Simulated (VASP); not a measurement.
Al, 1 atom in the cell. Symmetry: Fm-3m, No. 225, cubic system. The conventional cell has a = 3.982 Å, b = 3.982 Å, c = 3.982 Å, α = 90.00°, β = 90.00°, γ = 90.00°. Al (site symmetry m-3m) has 12 Al at 2.82 Å within 3.7 Å. 

```yaml
Program: VASP 6.6.1
Task: single point
Functional: PBE
Dispersion: D3(BJ)
Potentials_or_basis: VASP PAW PBE potentials, release 64 (Al)
Cutoff: 520 eV
k_mesh: 18 × 18 × 18
Occupations: gaussian, width 0.1 eV
Spin: no spin polarisation
Dipole_correction: no
Further_INCAR_settings: ALGO = Fast; EDIFF = 1e-06; NBANDS = 8
```

Potentials or basis: VASP PAW PBE potentials, release 64 (Al).

Launch:

```sh
$ cat potpaw_PBE.64/Al/POTCAR > POTCAR
$ mpirun -np 1 vasp_std > vasp.out
```

Hardware: 1 thread of Intel Xeon 6975P-C (shared host).

Estimate the wall time of this run.

Wall time 12 s on 1 thread of Intel Xeon 6975P-C (shared host), peak memory 0.15 GiB. Counts: scf iterations 10, k points 195.
